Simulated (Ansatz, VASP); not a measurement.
**Ru: VASP beside Ansatz**

```
CELL_PARAMETERS angstrom
2.64810 0.00000 0.00000
-1.32405 3.52805 0.00000
0.00000 0.00000 26.24346
ATOMIC_POSITIONS crystal
Ru 0.63100 0.26200 0.26260
Ru 0.36900 0.73800 0.30897
```

Alike in both runs: functional PBE; k mesh 22 × 22 × 1; occupations gaussian, width 0.1 eV; no spin polarisation.

Ansatz relaxed the structure, and its values are those at the end. VASP's run is a single point on that final structure, the one shown.

|  | VASP | Ansatz |
| --- | --- | --- |
| version | VASP 6.6.1 | Ansatz 0.2.0 |
| potentials or method | VASP PAW PBE potentials, release 64 (Ru_pv), cutoff 520 eV | scalar-relativistic, plane waves, PAW |
| valence electrons in the cell | 28 | 32 |

```csv
,VASP,Ansatz,Ansatz less VASP
gap on the k mesh at the Fermi level (eV),none,none,-
rms of the force components (eV/Å),0.089,0.005,-0.0837
```

A gap of «none» marks a metal or a gap that the smearing closes. VASP's potentials hold 28 valence electrons a cell and Ansatz's 32, so a difference there can come from the potentials and not from the codes. Ansatz's warnings: slab cell height set.
